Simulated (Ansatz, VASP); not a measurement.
# One calculation of Li, two programs

The input INCAR:

```
SYSTEM = Li
ALGO = Fast
EDIFF = 1E-6
ENCUT = 520
GGA = PE
ISIF = 2
ISMEAR = 0
LASPH = .TRUE.
LCHARG = .FALSE.
LREAL = .FALSE.
LWAVE = .FALSE.
NBANDS = 14
NELM = 60
PREC = Accurate
SIGMA = 0.1
```

The input KPOINTS:

```
k-points
0
G
  9 9 9
  0 0 0
```

File POSCAR:

```
Li
1.0
    4.6356469661      0.2672664200      0.2672664200
    0.2672664200      4.6356469661      0.2672664200
    0.2672664200      0.2672664200      4.6356469661
Li
4
Direct
    0.9008519495      0.1624819190      0.5856809668
    0.3509851648      0.3509851648      0.3509851648
    0.1624819190      0.5856809668      0.9008519495
    0.5856809668      0.9008519495      0.1624819190
```

Input for Ansatz:

```yaml
crystal:
  lattice:
    - [4.6356469661, 0.26726642, 0.26726642]
    - [0.26726642, 4.6356469661, 0.26726642]
    - [0.26726642, 0.26726642, 4.6356469661]
  atoms:
    - { symbol: Li, position: [0.9008519495, 0.162481919, 0.5856809668] }
    - { symbol: Li, position: [0.3509851648, 0.3509851648, 0.3509851648] }
    - { symbol: Li, position: [0.162481919, 0.5856809668, 0.9008519495] }
    - { symbol: Li, position: [0.5856809668, 0.9008519495, 0.162481919] }
basis:
  ecutwfc: 420
kpoints:
  mp_grid: { grid: [9, 9, 9] }
hamiltonian:
  xc: pbe
scf:
  occupations: { method: gaussian, width: 0.1 }
output:
  forces: true
  stress: true
  eigenvalues: true
```

Alike in both runs: task single point; functional PBE; k mesh 9 × 9 × 9; occupations gaussian, width 0.1 eV; no spin polarisation.

```csv
,VASP,Ansatz
version,VASP 6.6.1,Ansatz 0.2.0
potentials or method,"VASP PAW PBE potentials, release 64 (Li_sv), cutoff 520 eV","scalar-relativistic, plane waves, PAW"
valence electrons in the cell,12,12
```

Ansatz gave:

* gap on the k mesh at the Fermi level (eV): none
* rms of the force components (eV/Å): 0.305

**Question.** Which values does VASP return?

**Answer.** gap on the k mesh at the Fermi level (eV): none; rms of the force components (eV/Å): 0.306.

Atom by atom the forces differ by 0.001 eV/Å (rms over components). A gap of «none» marks a metal or a gap that the smearing closes. The functional is the same, so the differences come from potentials, cutoffs and numerics.

Noted on VASP's run: the cutoff is short for stress, so the pressure is rough.
